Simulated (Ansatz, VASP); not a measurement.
## One calculation of TaN, two programs

```
Ta N
1.0
     0.00000    2.17427    2.17427
     2.17427    0.00000    2.17427
     2.17427    2.17427    0.00000
Ta N
1 1
Direct
  0.50000 0.50872 0.50000
  0.00000 0.88732 0.00000
```

Change from the starting cell: mode 4 frozen in at -0.245 Å and mode 6 at -0.245 Å (largest displacements).

Alike in both runs: task single point; functional LDA; k mesh 18 × 18 × 18; occupations gaussian, width 0.15 eV; no spin polarisation.

```csv
,VASP,Ansatz
version,VASP 6.6.1,Ansatz 0.2.0
potentials or method,"VASP PAW LDA potentials, release 64 (Ta_pv, N), cutoff 520 eV","scalar-relativistic, plane waves, PAW"
valence electrons in the cell,16,18
```

|  | VASP | Ansatz | Ansatz less VASP |
| --- | --- | --- | --- |
| gap on the k mesh at the Fermi level (eV) | none | none | - |
| pressure (GPa) | 27.5 | 25.0 | -2.50 |
| traceless stress, the component that is largest in VASP (GPa) | -25.39 | -24.86 | +0.532 |
| rms of the force components (eV/Å) | 2.642 | 2.579 | -0.0628 |

LDA's correlation is that of Perdew and Zunger in VASP and of Perdew and Wang (1992) in Ansatz. Atom by atom the forces differ by 0.063 eV/Å (rms over components). A gap of «none» marks a metal or a gap that the smearing closes. VASP's potentials hold 16 valence electrons a cell and Ansatz's 18, so a difference there can come from the potentials and not from the codes.

Spin-orbit coupling is off throughout.
